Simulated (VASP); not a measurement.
# Nb2Si2O (Cmmm) in VASP: relaxation of cell and atoms with PBE

Aim: the relaxation of cell and atoms of Nb2Si2O with PBE.

Everything below comes from runs of VASP 6.6.1. Logs are shortened: lines on timing, memory, paths and dates and some standing lists are left out, and cuts for length are marked.

**1. The cell of the first run**

Symmetry: Cmmm, No. 65, orthorhombic system. Conventional cell: a = 5.843 Å, b = 6.613 Å, c = 3.660 Å, α = 90.00°, β = 90.00°, γ = 90.00°. Within 3.0 Å of Nb (site symmetry 2/m) lie 2 O at 2.21 Å and 8 Si at 2.87 Å and 2 Nb at 2.92 Å. Within 3.8 Å of Si (site symmetry mmm) lie 8 Nb at 2.87 Å and 6 Si at 2.92 to 3.66 Å and 8 O at 3.45 to 3.78 Å. Within 2.4 Å of Si (site symmetry mmm) lie 2 O at 1.83 Å. Within 2.4 Å of O (site symmetry mmm) lie 2 Si at 1.83 Å and 4 Nb at 2.21 Å.

The cell was generated, and may not be a known phase.

**2. Relaxation of cell and atoms, PBE**

Contents of INCAR:

```
ALGO = Fast
EDIFF = 1E-7
EDIFFG = -0.01
ENCUT = 600
GGA = PE
IBRION = 2
ISIF = 3
ISMEAR = 0
LASPH = T
LCHARG = F
LREAL = F
LWAVE = F
NELM = 60
NSW = 100
PREC = Accurate
SIGMA = 0.1
```

Contents of KPOINTS:

```
k-points
0
Gamma
  8 8 10
```

Contents of POSCAR:

```
Nb2Si2O
1.0
    2.9213876626     -3.3066272390      0.0000000000
    2.9213876626      3.3066272390      0.0000000000
    0.0000000000      0.0000000000      3.6604453168
Nb Si O
2 2 1
Direct
    0.0000000000      0.5000000000      0.0000000000
    0.5000000000      0.0000000000      0.0000000000
    0.0000000000      0.0000000000      0.5000000000
    0.5000000000      0.5000000000      0.5000000000
    0.5000000000      0.5000000000      0.0000000000
```

Potentials or basis: VASP PAW PBE potentials, release 64 (Nb_sv, Si, O).

Command:

```bash
$ cat potpaw_PBE.64/Nb_sv/POTCAR potpaw_PBE.64/Si/POTCAR potpaw_PBE.64/O/POTCAR > POTCAR
$ mpirun -np 1 vasp_std > vasp.out
```

OUTCAR:

```text
EDIFF = 1E-7
   EDIFFG = -0.01
   ENCUT = 600
   GGA = PE
   IBRION = 2
   ISIF = 3
   ISMEAR = 0
   LASPH = T
   LREAL = F
   NELM = 60
   NSW = 100
   PREC = Accurate

 ion  position               nearest neighbor table
   1  0.000  0.500  0.000-   5 2.21   5 2.21   3 2.87   3 2.87   4 2.87   3 2.87   3 2.87   4 2.87
                             4 2.87   4 2.87   2 2.92   2 2.92
   2  0.500  0.000  0.000-   5 2.21   5 2.21   3 2.87   3 2.87   4 2.87   4 2.87   4 2.87   4 2.87
                             3 2.87   3 2.87   1 2.92   1 2.92
   3  0.000  0.000  0.500-   1 2.87   2 2.87   1 2.87   2 2.87   1 2.87   1 2.87   2 2.87   2 2.87
                             4 2.92   4 2.92
   4  0.500  0.500  0.500-   5 1.83   5 1.83   1 2.87   1 2.87   2 2.87   2 2.87   2 2.87   2 2.87
                             1 2.87   1 2.87   3 2.92   3 2.92
   5  0.500  0.500  0.000-   4 1.83   4 1.83   1 2.21   2 2.21   2 2.21   1 2.21

  LATTYP: Found a base centered orthorhombic cell.
 ALAT       =     5.8427753252
 B/A-ratio  =     1.1318686942
 C/A-ratio  =     0.6264908563

  Lattice vectors:

 A1 = (   2.9213876626,  -3.3066272390,   0.0000000000)
 A2 = (   2.9213876626,   3.3066272390,   0.0000000000)
 A3 = (   0.0000000000,   0.0000000000,   3.6604453168)

Analysis of symmetry for initial positions (statically):
=====================================================================
 Subroutine PRICEL returns:
 Original cell was already a primitive cell.

 Routine SETGRP: Setting up the symmetry group for a
 base centered orthorhombic supercell.

 Subroutine GETGRP returns: Found  8 space group operations
 (whereof  8 operations were pure point group operations)
 out of a pool of  8 trial point group operations.

The static configuration has the point symmetry D_2h.

Analysis of symmetry for dynamics (positions and initial velocities):
=====================================================================
 Subroutine PRICEL returns:
 Original cell was already a primitive cell.

 Routine SETGRP: Setting up the symmetry group for a
 base centered orthorhombic supercell.

 Subroutine GETGRP returns: Found  8 space group operations
 (whereof  8 operations were pure point group operations)
 out of a pool of  8 trial point group operations.

The dynamic configuration has the point symmetry D_2h.

 Subroutine INISYM returns: Found  8 space group operations
 (whereof  8 operations are pure point group operations),
 and found     1 'primitive' translations

----------------------------------------------------------------------------------------

                                     Primitive cell

  volume of cell :      70.7194

  direct lattice vectors                    reciprocal lattice vectors
     2.921387663 -3.306627239  0.000000000     0.171151541 -0.151211480  0.000000000
     2.921387663  3.306627239  0.000000000     0.171151541  0.151211480  0.000000000
     0.000000000  0.000000000  3.660445317     0.000000000  0.000000000  0.273190804

  length of vectors
     4.412288473  4.412288473  3.660445317     0.228380739  0.228380739  0.273190804

  position of ions in fractional coordinates (direct lattice)
     0.000000000  0.500000000  0.000000000
     0.500000000  0.000000000  0.000000000
     0.000000000  0.000000000  0.500000000
     0.500000000  0.500000000  0.500000000
     0.500000000  0.500000000  0.000000000

  ion indices of the primitive-cell ions
   primitive index   ion index
                 1           1
                 2           2
                 3           3
                 4           4
                 5           5

----------------------------------------------------------------------------------------

 KPOINTS: k-points

Automatic generation of k-mesh.
 Grid dimensions read from file:
 generate k-points for:    8    8   10

 Generating k-lattice:

  Cartesian coordinates                     Fractional coordinates (reciprocal lattice)
     0.021393943 -0.018901435  0.000000000     0.125000000  0.000000000  0.000000000
     0.021393943  0.018901435  0.000000000     0.000000000  0.125000000  0.000000000
     0.000000000  0.000000000  0.027319080     0.000000000  0.000000000  0.100000000

  Length of vectors
     0.028547592  0.028547592  0.027319080

  Shift w.r.t. Gamma in fractional coordinates (k-lattice)
     0.000000000  0.000000000  0.000000000

 Subroutine IBZKPT returns following result:
 ===========================================

 Found    126 irreducible k-points:

 Following reciprocal coordinates:
            Coordinates               Weight
  0.000000  0.000000  0.000000      1.000000
  0.125000  0.000000  0.000000      4.000000
  0.250000  0.000000  0.000000      4.000000
  0.375000 -0.000000  0.000000      4.000000
  0.500000  0.000000  0.000000      2.000000
  0.125000  0.125000  0.000000      2.000000
[... 16 lines left out ...]
  0.125000  0.000000  0.100000      8.000000
  0.250000  0.000000  0.100000      8.000000
 [... further k-points ...]
   k-points           NKPTS =    126   k-points in BZ     NKDIM =    126   number of bands    NBANDS=     24
   number of dos      NEDOS =    301   number of ions     NIONS =      5
   total plane-waves  NPLWV =  38880
   dimension x,y,z NGX =    36 NGY =   36 NGZ =   30
   dimension x,y,z NGXF=    72 NGYF=   72 NGZF=   60
   ions per type =               2   2   1
   NGX,Y,Z   is equivalent  to a cutoff of  13.56, 13.56, 13.63 a.u.
   NGXF,Y,Z  is equivalent  to a cutoff of  27.13, 27.13, 27.25 a.u.
 SYSTEM =  unknown system
   PREC   = accura    normal or accurate (medium, high low for compatibility)
   ISTART =      0    job   : 0-new  1-cont  2-samecut
   ICHARG =      2    charge: 1-file 2-atom 10-const
   ISPIN  =      1    spin polarized calculation?
   LNONCOLLINEAR =      F non collinear calculations
   LSORBIT =      F    spin-orbit coupling
   LASPH  =      T    aspherical Exc in radial PAW
   ENCUT  =  600.0 eV  44.10 Ry    6.64 a.u.   8.81  8.81  7.31*2*pi/ulx,y,z
   NELM   =     60;   NELMIN=  2; NELMDL= -5     # of ELM steps
   EDIFF  = 0.1E-06   stopping-criterion for ELM
   LREAL  =      F    real-space projection
   EDIFFG = -.1E-01   stopping-criterion for IOM
   NSW    =    100    number of steps for IOM
   IBRION =      2    ionic relax: 0-MD 1-quasi-New 2-CG
   NFREE  =      1    steps in history (QN), initial steepest desc. (CG)
   ISIF   =      3    stress and relaxation
   ISYM   =      2    0-nonsym 1-usesym 2-fastsym
   POTIM  = 0.5000    time-step for ionic-motion
   TEBEG  =    0.0;   TEEND  =   0.0 temperature during run
   PSTRESS=    0.0 pullay stress
   NELECT =      40.0000    total number of electrons
   NUPDOWN=      -1.0000    fix difference up-down
   EMIN   =  10.00;   EMAX   =-10.00  energy-range for DOS
   EFERMI =   0.00;   METHOD = LEGACY
   ISMEAR =     0;   SIGMA  =   0.10  broadening in eV -4-tet -1-fermi 0-gaus
   EFERMI_NEDOS =   21; number of points for ismear=-14 and -15
   IALGO  =     68    algorithm
   IMIX   =      4    mixing-type and parameters
     AMIX     =   0.40;   BMIX     =  1.00
     AMIX_MAG =   1.60;   BMIX_MAG =  1.00
  volume/ion in A,a.u.               =      14.14        95.45
  Fermi-wavevector in a.u.,A,eV,Ry     =   1.353886  2.558473 24.939572  1.833007
  Thomas-Fermi vector in A             =   2.481104
   LORBIT       =      0    0 simple, 1 ext, 2 COOP (PROOUT), +10 PAW based schemes
   GGA     = PE    functional components
   LHFCALC =     F    Hartree Fock is set to
   AEXX    =    0.0000 exact exchange contribution
   IVDW    =     0    specifies the selected vdW correction
   LEPSILON=     F    determine dielectric tensor
   LRPA    =     F    only Hartree local field effects (RPA)
 conjugate gradient relaxation of ions
 non-spin polarized calculation
 RMM-DIIS sequential band-by-band and
 Gauss-broadening in eV      SIGMA  =   0.10
  energy-cutoff  :      600.00
  volume of cell :       70.72
 maximum number of plane-waves:      2380
   NGX = 17   NGY = 17   NGZ = 15

--------------------------------------- Ionic step        1  -------------------------------------------

 number of electron      39.9999990 magnetization

 Free energy of the ion-electron system (eV)
  ---------------------------------------------------
  ext. energy  EPLUGINS =         0.00000000
  ---------------------------------------------------
  free energy    TOTEN  =       -37.77951498 eV

  energy without entropy =      -37.76055308  energy(sigma->0) =      -37.77003403

------------------------ aborting loop because EDIFF is reached ----------------------------------------

  FORCE on cell =-STRESS in cart. coord.  units (eV):
  Direction    XX          YY          ZZ          XY          YZ          ZX
  --------------------------------------------------------------------------------------
  -------------------------------------------------------------------------------------
  Total        0.6182967     -0.8782351     -0.2785184      0.0000000      0.0000000      0.0000000
  in kB       14.0077741    -19.8967901     -6.3099529      0.0000000      0.0000000      0.0000000
  external PRESSURE =      -4.0663230 kB  Pullay stress =       0.0000000 kB
[... 98 lines left out ...]
  FREE ENERGIE OF THE ION-ELECTRON SYSTEM (eV)
  ---------------------------------------------------
  free  energy   TOTEN  =       -37.8657884591 eV

  energy  without entropy=      -37.8470377974  energy(sigma->0) =      -37.85641313

[... ionic steps 4 to 7 ...]

--------------------------------------- Ionic step        8  -------------------------------------------

 number of electron      39.9999991 magnetization

------------------------ aborting loop because EDIFF is reached ----------------------------------------

  FORCE on cell =-STRESS in cart. coord.  units (eV):
  Direction    XX          YY          ZZ          XY          YZ          ZX
  --------------------------------------------------------------------------------------
  -------------------------------------------------------------------------------------
  Total       -0.1446945     -0.3597118     -0.0765308      0.0000000      0.0000000      0.0000000
  in kB       -3.2853978     -8.1675270     -1.7376885      0.0000000      0.0000000      0.0000000
  external PRESSURE =      -4.3968711 kB  Pullay stress =       0.0000000 kB
[... 63 lines left out ...]
  energy  without entropy=      -37.8566497105  energy(sigma->0) =      -37.86670761

--------------------------------------- Ionic step       10  -------------------------------------------

 number of electron      39.9999990 magnetization

 Free energy of the ion-electron system (eV)
  ---------------------------------------------------
  ext. energy  EPLUGINS =         0.00000000
  ---------------------------------------------------
  free energy    TOTEN  =       -37.87688845 eV

  energy without entropy =      -37.85646563  energy(sigma->0) =      -37.86667704

 E-fermi :  11.3180     XC(G=0): -12.0256

 val. band max:       11.3119290707   @ k =   0.2500   0.2500   0.0000
 cond. band min:      11.3184419020   @ k =   0.5000   0.2500   0.3000
 fundamental gap:      0.0065128313
 Fermi energy:        11.3180096140

 k-point     1 :       0.0000    0.0000    0.0000
  band No.  band energies     occupation
      1     -44.1337      2.00000
      2     -44.0424      2.00000
      3     -20.6285      2.00000
      4     -20.5560      2.00000
      5     -20.1570      2.00000
      6     -20.0475      2.00000
[... 637 lines left out ...]
     23      11.6183      0.00002
     24      13.4674      0.00000

 [... further k-points ...]
[... 5 lines left out ...]
  --------------------------------------------------------------------------------------
  -------------------------------------------------------------------------------------
  Total        0.0316509      0.0428614     -0.0136509      0.0000000      0.0000000      0.0000000
  in kB        0.7209889      0.9763564     -0.3109585      0.0000000      0.0000000      0.0000000
  external PRESSURE =       0.4621289 kB  Pullay stress =       0.0000000 kB
[... 20 lines left out ...]
  FREE ENERGIE OF THE ION-ELECTRON SYSTEM (eV)
  ---------------------------------------------------
  free  energy   TOTEN  =       -37.8768884528 eV

  energy  without entropy=      -37.8564656265  energy(sigma->0) =      -37.86667704

 reached required accuracy - stopping structural energy minimisation
```

Wall time 44 min (1 thread of Oxide Virtual Turin-like, shared host); peak memory 0.36 GiB.

What came out:

```
Free energy                           : -37.8769 eV
Relaxed volume                        : 14.07 Å³/atom
Relaxed cell                          : a = 4.389 Å, b = 4.389 Å, c = 3.653 Å, α = 90.00°, β = 90.00°, γ = 91.83°
Space group after relaxing (to 0.1 Å) : Cmmm (No. 65)
Energy gained by relaxing             : 19.5 meV/atom
Ionic steps                           : 10
Pressure after relaxing               : 0.0 GPa
Band gap on the k mesh                : zero (bands 20 and 21 overlap by 1.10 eV)
```

The path:
| step | energy change (eV) | largest force (eV/Å) | pressure (GPa) | volume (Å³) |
| --- | --- | --- | --- | --- |
| 1 | 0.0000 | 0.0000 | -0.41 | 70.72 |
| 2 | -0.0789 | 0.0000 | 0.27 | 70.35 |
| 3 | -0.0863 | 0.0000 | 1.60 | 69.72 |
| 4 | -0.0920 | 0.0000 | 0.64 | 70.11 |
| 5 | -0.0942 | 0.0000 | -0.13 | 70.44 |
| 6 | -0.0926 | 0.0000 | -1.59 | 71.09 |
| 7 | -0.0945 | 0.0000 | -0.57 | 70.63 |
| 8 | -0.0956 | 0.0000 | -0.44 | 70.56 |
| 9 | -0.0973 | 0.0000 | -0.12 | 70.41 |
| 10 | -0.0974 | 0.0000 | 0.05 | 70.33 |

Final structure:
```
Nb Si O
1.0
     3.05384   -3.15275    0.00000
     3.05384    3.15275    0.00000
     0.00000    0.00000    3.65260
Nb Si O
2 2 1
Direct
  0.00000 0.50000 0.00000
  0.50000 0.00000 0.00000
  0.00000 0.00000 0.50000
  0.50000 0.50000 0.50000
  0.50000 0.50000 0.00000
```

Levels at points of the mesh, in eV from the Fermi level:
```csv
k point,band 16,band 17,band 18,band 19,band 20,band 21,band 22,band 23,band 24
"(0.00, 0.00, 0.00)",-2.10,-2.08,-1.94,-1.61,-1.47,-0.38,0.87,0.90,1.58
"(0.50, 0.00, 0.00)",-2.79,-1.82,-1.26,-0.76,-0.62,-0.18,-0.06,0.72,1.67
"(0.50, 0.50, 0.00)",-5.29,-2.83,-1.58,-1.24,0.41,1.37,1.84,2.52,3.17
"(0.00, 0.00, 0.50)",-5.30,-2.74,-1.23,-0.80,-0.65,0.93,1.64,1.89,2.41
"(0.50, 0.00, 0.50)",-3.85,-3.40,-1.04,-0.51,-0.07,0.54,0.60,1.57,1.85
"(0.50, 0.50, 0.50)",-2.83,-2.72,-1.75,-1.38,0.25,0.78,1.86,1.96,3.02
```
